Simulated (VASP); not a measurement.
Ru, 2 atoms in the cell. It takes space group Cmcm (No. 63, orthorhombic). Conventional cell: a = 2.725 Å, b = 4.721 Å, c = 4.252 Å, α = 90.00°, β = 90.00°, γ = 90.00°. Within 3.4 Å of Ru (site symmetry m2m) lie 12 Ru at 2.58 to 2.82 Å. 

```yaml
Program: VASP 6.6.1
Task: single point
Functional: PBEsol
Potentials_or_basis: VASP PAW PBE potentials, release 64 (Ru_pv)
Cutoff: 520 eV
k_mesh: 18 × 18 × 10
Occupations: gaussian, width 0.15 eV
Spin: no spin polarisation
Dipole_correction: no
Further_INCAR_settings: ALGO = Fast; EDIFF = 1e-07; NBANDS = 21
```

Potentials or basis: VASP PAW PBE potentials, release 64 (Ru_pv).

Launch:

```sh
$ cat potpaw_PBE.64/Ru_pv/POTCAR > POTCAR
$ mpirun -np 1 vasp_std > vasp.out
```

Hardware: 1 thread of AMD EPYC 9R45 96-Core Processor (Zen 5), with other jobs on the host.

Question: Estimate the wall time of this run.

Answer: It took 100 s on 1 thread of AMD EPYC 9R45 96-Core Processor (Zen 5) (shared host), peak memory 0.3 GiB. Counts: scf iterations 14, k points 546.
